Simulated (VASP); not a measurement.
Write the native input for VASP 6.6.1 that does the following.

```
Task                   : single point
Functional             : r2SCAN
Potentials or basis    : VASP PAW PBE potentials, release 64 (Al, Cu)
Cutoff                 : 520 eV
k mesh                 : 12 × 12 × 16
Occupations            : gaussian, width 0.15 eV
Spin                   : no spin polarisation
Dipole correction      : no
Further INCAR settings : ALGO = Normal; EDIFF = 1e-07; NBANDS = 16
```

Crystal: Al2Cu.

```
Al Cu
1.0
     4.02671    0.00000    0.00000
     0.00000    4.02671    0.00000
     0.00000    0.00000    2.89410
Al Cu
2 1
Direct
  0.50000 0.00000 0.50000
  0.00000 0.50000 0.50000
  0.00000 0.00000 0.00000
```

This cell differs from its parent crystal: strain -0.015 along x and y, +0.015 along z.

These files were run (other wordings do the same):

POSCAR

```
Al2Cu
1.0
    4.0267078573      0.0000000000      0.0000000000
    0.0000000000      4.0267078573      0.0000000000
    0.0000000000      0.0000000000      2.8940952748
Al Cu
2 1
Direct
    0.5000000000      0.0000000000      0.5000000000
    0.0000000000      0.5000000000      0.5000000000
    0.0000000000      0.0000000000      0.0000000000
```

INCAR.step1

```
ALGO = Normal
EDIFF = 1E-4
ENCUT = 520
GGA = PE
ISMEAR = 0
LASPH = True
LCHARG = False
LREAL = False
LWAVE = True
NBANDS = 16
NELM = 60
PREC = Accurate
SIGMA = 0.15
```

INCAR.step2

```
ALGO = Normal
EDIFF = 1E-7
ENCUT = 520
ISIF = 2
ISMEAR = 0
ISTART = 1
LASPH = True
LCHARG = False
LMIXTAU = True
LREAL = False
LWAVE = False
METAGGA = R2SCAN
NBANDS = 16
NELM = 60
PREC = Accurate
SIGMA = 0.15
```

KPOINTS

```
k-points
0
Gamma
  12 12 16
```

Potentials or basis: VASP PAW PBE potentials, release 64 (Al, Cu).

Launch:

```console
$ cat potpaw_PBE.64/Al/POTCAR potpaw_PBE.64/Cu/POTCAR > POTCAR
$ cp INCAR.step1 INCAR
$ mpirun -np 1 vasp_std > vasp.out
$ cp INCAR.step2 INCAR
$ mpirun -np 1 vasp_std > vasp.out
```

It gave:

The pressure is 1.6 GPa and the band gap on the k mesh is zero (an odd number of electrons rules out a gap without spin polarisation).

Caveat: the cell differs from its parent crystal (strain -0.015 along x and y, +0.015 along z); the PAW data sets were made with another functional, which shifts forces and pressure a little.

Run time: 8.6 min on 1 thread of AMD EPYC 9R45 96-Core Processor (Zen 5), with other jobs on the host, peak memory 0.28 GiB.
